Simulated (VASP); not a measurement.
# SnSe (Fm-3m) in VASP: notebook

Runs on SnSe. Level: PBE+D3(BJ). Tasks: single point.

Program: VASP 6.6.1. These are calculated values, not measurements. Logs are shortened: lines on timing, memory, paths and dates and some standing lists are left out, and cuts for length are marked.

### 1 The cell of the first run

It takes space group Fm-3m (No. 225, cubic). Conventional cell: a = 5.798 Å, b = 5.798 Å, c = 5.798 Å, α = 90.00°, β = 90.00°, γ = 90.00°. Sn (site symmetry m-3m) has 6 Se at 2.90 Å within 3.8 Å. Within 3.8 Å of Se (site symmetry m-3m) lie 6 Sn at 2.90 Å.

### 2 Single point, PBE+D3(BJ) (strain -0.030 along x and y, -0.030 along z)

INCAR reads:

```
PREC = Accurate
ENCUT = 520
EDIFF = 1E-7
ISMEAR = 0
SIGMA = 0.05
LREAL = F
LASPH = T
NELM = 60
ALGO = Normal
ISIF = 2
LWAVE = F
LCHARG = F
GGA = PE
IVDW = 12
NBANDS = 17
```

KPOINTS reads:

```
regular mesh
0
Gamma
  10 10 10
```

POSCAR reads:

```
SnSe
1.0
    0.0000000000      2.8991057745      2.8991057745
    2.8991057745      0.0000000000      2.8991057745
    2.8991057745      2.8991057745      0.0000000000
Sn Se
1 1
Direct
    0.0000000000      0.0000000000      0.0000000000
    0.5000000000      0.5000000000      0.5000000000
```

Potentials or basis: VASP PAW PBE potentials, release 64 (Sn_d, Se).

On the command line:

```bash
$ cat potpaw_PBE.64/Sn_d/POTCAR potpaw_PBE.64/Se/POTCAR > POTCAR
$ mpirun -np 1 vasp_std > vasp.out
```

OUTCAR:

```text
PREC = Accurate
   ENCUT = 520
   EDIFF = 1E-7
   ISMEAR = 0
   LREAL = F
   LASPH = T
   NELM = 60
   ISIF = 2
   GGA = PE
   IVDW = 12
 IVDW          = 12

 ion  position               nearest neighbor table
   1  0.000  0.000  0.000-   2 2.90   2 2.90   2 2.90   2 2.90   2 2.90   2 2.90
   2  0.500  0.500  0.500-   1 2.90   1 2.90   1 2.90   1 2.90   1 2.90   1 2.90

  LATTYP: Found a face centered cubic cell.
 ALAT       =     5.7982115490

  Lattice vectors:

 A1 = (   0.0000000000,   2.8991057745,   2.8991057745)
 A2 = (   2.8991057745,   0.0000000000,   2.8991057745)
 A3 = (   2.8991057745,   2.8991057745,   0.0000000000)

Analysis of symmetry for initial positions (statically):
=====================================================================
 Subroutine PRICEL returns:
 Original cell was already a primitive cell.

 Routine SETGRP: Setting up the symmetry group for a
 face centered cubic supercell.

 Subroutine GETGRP returns: Found 48 space group operations
 (whereof 48 operations were pure point group operations)
 out of a pool of 48 trial point group operations.

The static configuration has the point symmetry O_h .

Analysis of symmetry for dynamics (positions and initial velocities):
=====================================================================
 Subroutine PRICEL returns:
 Original cell was already a primitive cell.

 Routine SETGRP: Setting up the symmetry group for a
 face centered cubic supercell.

 Subroutine GETGRP returns: Found 48 space group operations
 (whereof 48 operations were pure point group operations)
 out of a pool of 48 trial point group operations.

The dynamic configuration has the point symmetry O_h .

 Subroutine INISYM returns: Found 48 space group operations
 (whereof 48 operations are pure point group operations),
 and found     1 'primitive' translations

----------------------------------------------------------------------------------------

                                     Primitive cell

  volume of cell :      48.7329

  direct lattice vectors                    reciprocal lattice vectors
     0.000000000  2.899105775  2.899105775    -0.172466974  0.172466974  0.172466974
     2.899105775  0.000000000  2.899105775     0.172466974 -0.172466974  0.172466974
     2.899105775  2.899105775  0.000000000     0.172466974  0.172466974 -0.172466974

  length of vectors
     4.099954705  4.099954705  4.099954705     0.298721561  0.298721561  0.298721561

  position of ions in fractional coordinates (direct lattice)
     0.000000000  0.000000000  0.000000000
     0.500000000  0.500000000  0.500000000

  ion indices of the primitive-cell ions
   primitive index   ion index
                 1           1
                 2           2

----------------------------------------------------------------------------------------

 KPOINTS: regular mesh

Automatic generation of k-mesh.
 Grid dimensions read from file:
 generate k-points for:   10   10   10

 Generating k-lattice:

  Cartesian coordinates                     Fractional coordinates (reciprocal lattice)
    -0.017246697  0.017246697  0.017246697     0.100000000  0.000000000  0.000000000
     0.017246697 -0.017246697  0.017246697     0.000000000  0.100000000  0.000000000
     0.017246697  0.017246697 -0.017246697     0.000000000  0.000000000  0.100000000

  Length of vectors
     0.029872156  0.029872156  0.029872156

  Shift w.r.t. Gamma in fractional coordinates (k-lattice)
     0.000000000  0.000000000  0.000000000

 Subroutine IBZKPT returns following result:
 ===========================================

 Found     47 irreducible k-points:

 Following reciprocal coordinates:
            Coordinates               Weight
  0.000000  0.000000  0.000000      1.000000
  0.100000  0.000000  0.000000      8.000000
  0.200000  0.000000  0.000000      8.000000
  0.300000  0.000000  0.000000      8.000000
  0.400000  0.000000  0.000000      8.000000
  0.500000  0.000000  0.000000      4.000000
[... 16 lines left out ...]
  0.300000  0.300000  0.000000      6.000000
  0.400000  0.300000  0.000000     24.000000
 [... further k-points ...]
   k-points           NKPTS =     47   k-points in BZ     NKDIM =     47   number of bands    NBANDS=     17
   number of dos      NEDOS =    301   number of ions     NIONS =      2
   total plane-waves  NPLWV =  27000
   dimension x,y,z NGX =    30 NGY =   30 NGZ =   30
   dimension x,y,z NGXF=    60 NGYF=   60 NGZF=   60
   ions per type =               1   1
   NGX,Y,Z   is equivalent  to a cutoff of  12.16, 12.16, 12.16 a.u.
   NGXF,Y,Z  is equivalent  to a cutoff of  24.33, 24.33, 24.33 a.u.
 SYSTEM =  unknown system
   PREC   = accura    normal or accurate (medium, high low for compatibility)
   ISTART =      0    job   : 0-new  1-cont  2-samecut
   ICHARG =      2    charge: 1-file 2-atom 10-const
   ISPIN  =      1    spin polarized calculation?
   LNONCOLLINEAR =      F non collinear calculations
   LSORBIT =      F    spin-orbit coupling
   LASPH  =      T    aspherical Exc in radial PAW
   ENCUT  =  520.0 eV  38.22 Ry    6.18 a.u.   7.62  7.62  7.62*2*pi/ulx,y,z
   NELM   =     60;   NELMIN=  2; NELMDL= -5     # of ELM steps
   EDIFF  = 0.1E-06   stopping-criterion for ELM
   LREAL  =      F    real-space projection
   EDIFFG = 0.1E-05   stopping-criterion for IOM
   NSW    =      0    number of steps for IOM
   IBRION =     -1    ionic relax: 0-MD 1-quasi-New 2-CG
   NFREE  =      0    steps in history (QN), initial steepest desc. (CG)
   ISIF   =      2    stress and relaxation
   ISYM   =      2    0-nonsym 1-usesym 2-fastsym
   POTIM  = 0.5000    time-step for ionic-motion
   TEBEG  =    0.0;   TEEND  =   0.0 temperature during run
   PSTRESS=    0.0 pullay stress
   NELECT =      20.0000    total number of electrons
   NUPDOWN=      -1.0000    fix difference up-down
   EMIN   =  10.00;   EMAX   =-10.00  energy-range for DOS
   EFERMI =   0.00;   METHOD = LEGACY
   ISMEAR =     0;   SIGMA  =   0.05  broadening in eV -4-tet -1-fermi 0-gaus
   EFERMI_NEDOS =   21; number of points for ismear=-14 and -15
   IALGO  =     38    algorithm
   IMIX   =      4    mixing-type and parameters
     AMIX     =   0.40;   BMIX     =  1.00
     AMIX_MAG =   1.60;   BMIX_MAG =  1.00
  volume/ion in A,a.u.               =      24.37       164.43
  Fermi-wavevector in a.u.,A,eV,Ry     =   1.216590  2.299021 20.137851  1.480090
  Thomas-Fermi vector in A             =   2.351938
   LORBIT       =      0    0 simple, 1 ext, 2 COOP (PROOUT), +10 PAW based schemes
   GGA     = PE    functional components
   LHFCALC =     F    Hartree Fock is set to
   AEXX    =    0.0000 exact exchange contribution
   IVDW    =    12    specifies the selected vdW correction
   LEPSILON=     F    determine dielectric tensor
   LRPA    =     F    only Hartree local field effects (RPA)
 non-spin polarized calculation
 Gauss-broadening in eV      SIGMA  =   0.05
  energy-cutoff  :      520.00
  volume of cell :       48.73
 maximum number of plane-waves:      1363
   NGX = 15   NGY = 15   NGZ = 15

 number of electron      19.9999997 magnetization

 Free energy of the ion-electron system (eV)
  ---------------------------------------------------
  ext. energy  EPLUGINS =         0.00000000
  ---------------------------------------------------
  free energy    TOTEN  =        -8.04982626 eV

  energy without entropy =       -8.04982626  energy(sigma->0) =       -8.04982626

 E-fermi :   7.2544     XC(G=0): -10.1207

 val. band max:        7.0776182081   @ k =  -0.2000   0.2000   0.0000
 cond. band min:       7.4358134416   @ k =  -0.4000   0.1000   0.0000
 fundamental gap:      0.3581952334
 Fermi energy:         7.2543857047

 k-point     1 :       0.0000    0.0000    0.0000
  band No.  band energies     occupation
      1     -14.6973      2.00000
      2     -14.6973      2.00000
      3     -14.6942      2.00000
      4     -14.6942      2.00000
      5     -14.6942      2.00000
      6      -7.7815      2.00000
[... 9 lines left out ...]
     16      12.6260      0.00000
     17      14.9541      0.00000

 k-point     2 :       0.1000    0.0000    0.0000
  band No.  band energies     occupation
      1     -14.6983      2.00000
      2     -14.6983      2.00000
      3     -14.6938      2.00000
      4     -14.6924      2.00000
      5     -14.6924      2.00000
      6      -7.6951      2.00000
[... 9 lines left out ...]
     16      12.9113      0.00000
     17      15.8554      0.00000

 k-point     3 :       0.2000    0.0000    0.0000
  band No.  band energies     occupation
      1     -14.7017      2.00000
      2     -14.7017      2.00000
      3     -14.6930      2.00000
      4     -14.6874      2.00000
      5     -14.6874      2.00000
      6      -7.4495      2.00000
[... 9 lines left out ...]
     16      13.5992      0.00000
     17      17.7747      0.00000

 k-point     4 :       0.3000    0.0000    0.0000
  band No.  band energies     occupation
      1     -14.7060      2.00000
      2     -14.7060      2.00000
      3     -14.6920      2.00000
      4     -14.6810      2.00000
      5     -14.6810      2.00000
      6      -7.0940      2.00000
[... 9 lines left out ...]
     16      14.6594      0.00000
     17      19.6446      0.00000
[... 343 lines left out ...]
      1     -14.7073      2.00000
      2     -14.7056      2.00000
      3     -14.6905      2.00000
      4     -14.6838      2.00000
      5     -14.6793      2.00000
      6      -6.9708      2.00000
[... 9 lines left out ...]
     16      16.7001      0.00000
     17      17.0201      0.00000

 k-point    23 :       0.3000    0.3000    0.0000
  band No.  band energies     occupation
      1     -14.7273      2.00000
      2     -14.7013      2.00000
      3     -14.6894      2.00000
      4     -14.6759      2.00000
      5     -14.6759      2.00000
      6      -6.8541      2.00000
[... 9 lines left out ...]
     16      17.4147      0.00000
     17      17.4164      0.00000

 k-point    24 :       0.4000    0.3000    0.0000
  band No.  band energies     occupation
      1     -14.7339      2.00000
      2     -14.7012      2.00000
      3     -14.6898      2.00000
      4     -14.6728      2.00000
      5     -14.6716      2.00000
      6      -6.5783      2.00000
[... 9 lines left out ...]
     16      18.0666      0.00000
     17      18.6257      0.00000

 [... further k-points ...]

------------------------ aborting loop because EDIFF is reached ----------------------------------------

 Edisp (eV)   -0.79311

 E8    (eV) :    -0.3571

  FORCE on cell =-STRESS in cart. coord.  units (eV):
  Direction    XX          YY          ZZ          XY          YZ          ZX
  --------------------------------------------------------------------------------------
  -------------------------------------------------------------------------------------
  Total       1.80144     1.80144     1.80144    -0.00000    -0.00000    -0.00000
  in kB      59.22546    59.22546    59.22546    -0.00000    -0.00000    -0.00000
  external pressure =       59.23 kB  Pullay stress =        0.00 kB

 VOLUME and BASIS-vectors are now :
 -----------------------------------------------------------------------------
  energy-cutoff  :      520.00
  volume of cell :       48.73
      direct lattice vectors                 reciprocal lattice vectors
     0.000000000  2.899105775  2.899105775    -0.172466974  0.172466974  0.172466974
     2.899105775  0.000000000  2.899105775     0.172466974 -0.172466974  0.172466974
     2.899105775  2.899105775  0.000000000     0.172466974  0.172466974 -0.172466974

 POSITION                                       TOTAL-FORCE (eV/Angst)
 -----------------------------------------------------------------------------------
      0.00000      0.00000      0.00000        -0.000000      0.000000     -0.000000
      2.89911      2.89911      2.89911         0.000000     -0.000000      0.000000
 -----------------------------------------------------------------------------------
    total drift:                               -0.000000      0.000000      0.000000

  FREE ENERGIE OF THE ION-ELECTRON SYSTEM (eV)
  ---------------------------------------------------
  free  energy   TOTEN  =        -8.8429371612 eV

  energy  without entropy=       -8.8429371586  energy(sigma->0) =       -8.84293716
```

Run time: 20 s. Hardware: 1 thread of Intel Xeon 6975P-C (Granite Rapids), shared host; peak memory 0.2 GiB.

What came out:

| Quantity | Value |
| --- | --- |
| Free energy | -8.8429 eV |
| Pressure | 5.9 GPa |
| Band gap on the k mesh | 0.36 eV, indirect (least direct gap 0.56 eV) |
| Dispersion energy per atom | -0.397 eV |

Caveat: the cell differs from its parent crystal (strain -0.030 along x and y, -0.030 along z); spin-orbit coupling is left out, which moves the levels of the heavy elements. A k mesh can miss the band edges.

### 3 Single point, PBE+D3(BJ) (strain -0.015 along x and y, -0.015 along z)

INCAR reads:

```
PREC     = Accurate       # precision mode
ENCUT    = 520            # plane-wave cutoff, eV
EDIFF    = 1E-6           # SCF threshold, eV
ISMEAR   = 0              # smearing method
SIGMA    = 0.05           # smearing width, eV
LREAL    = False          # projectors in reciprocal space
LASPH    = True           # aspherical terms in the spheres
NELM     = 60             # most SCF steps
ALGO     = Normal         # electronic algorithm
ISIF     = 2              # what is computed and relaxed
LWAVE    = False          # write WAVECAR
LCHARG   = False          # write CHGCAR
GGA      = PE             # functional
IVDW     = 12             # dispersion correction
NBANDS   = 17             # bands
```

KPOINTS reads:

```
Automatic mesh
0
Gamma
  10 10 10
```

POSCAR reads:

```
SnSe
1.0
    0.0000000000      2.9439373071      2.9439373071
    2.9439373071      0.0000000000      2.9439373071
    2.9439373071      2.9439373071      0.0000000000
Sn Se
1 1
Direct
    0.0000000000      0.0000000000      0.0000000000
    0.5000000000      0.5000000000      0.5000000000
```

Potentials or basis: VASP PAW PBE potentials, release 64 (Sn_d, Se).

On the command line:

```bash
$ cat potpaw_PBE.64/Sn_d/POTCAR potpaw_PBE.64/Se/POTCAR > POTCAR
$ mpirun -np 1 vasp_std > vasp.out
```

Run time: 16 s. Hardware: 1 thread of Intel Xeon 6975P-C (Granite Rapids), shared host; peak memory 0.2 GiB.

Results (log left out):

```
Free energy                : -8.9042 eV
Pressure                   : 2.6 GPa
Band gap on the k mesh     : 0.46 eV, indirect (least direct gap 0.59 eV)
Dispersion energy per atom : -0.378 eV
```

Levels at points of the mesh, in eV from the valence-band top:
| k point | band 6 | band 7 | band 8 | band 9 | band 10 | band 11 | band 12 | band 13 | band 14 | band 15 |
| --- | --- | --- | --- | --- | --- | --- | --- | --- | --- | --- |
| (0.00, 0.00, 0.00) | -14.38 | -4.88 | -2.43 | -2.43 | -2.43 | 4.53 | 4.53 | 4.53 | 5.73 | 5.73 |
| (0.50, 0.00, 0.00) | -13.30 | -8.45 | -2.17 | -2.17 | -0.10 | 0.79 | 1.16 | 1.16 | 8.39 | 10.24 |
| (0.50, 0.50, 0.00) | -12.95 | -6.07 | -5.99 | -4.01 | -4.01 | 2.75 | 5.69 | 5.69 | 6.36 | 10.61 |

Caveat: the cell differs from its parent crystal (strain -0.015 along x and y, -0.015 along z); spin-orbit coupling is left out, which moves the levels of the heavy elements. A k mesh can miss the band edges.

(Part 1 of 2 ends here.)
